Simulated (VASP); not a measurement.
BN:

```
B N
1.0
     0.03492    1.79463    1.79463
     1.79463    0.03492    1.79463
     1.79463    1.79463    0.03492
B N
1 1
Cartesian
  0.0007 0.0007 0.0007
  0.9053 0.9053 0.9053
```

This cell differs from its parent crystal: epitaxial 111 strain -2.5%.

Base run:

```yaml
Program: VASP 6.6.1
Functional: r2SCAN
Potentials_or_basis: VASP PAW PBE potentials, release 64 (B, N)
Cutoff: 520 eV
k_mesh: 12 × 12 × 12
Occupations: gaussian, width 0.01 eV
Spin: no spin polarisation
```

Its results: band gap on the k mesh 4.95 eV (least direct gap 9.00 eV); pressure 21.6 GPa; largest force 0.008 eV/Å.

Problem. The run is repeated on the same cell with these changes: functional from r2SCAN to PBE; occupations from gaussian, width 0.01 eV to fermi-dirac, width 0.02 eV. What comes out?

Solution. Band gap on the k mesh 4.42 eV (least direct gap 8.31 eV); pressure 25.3 GPa; largest force 0.046 eV/Å.

Caveats: the cell stands under pressure; the PAW data sets were made with another functional, which shifts forces and pressure a little (at least some runs).

A k mesh can miss the band edges.
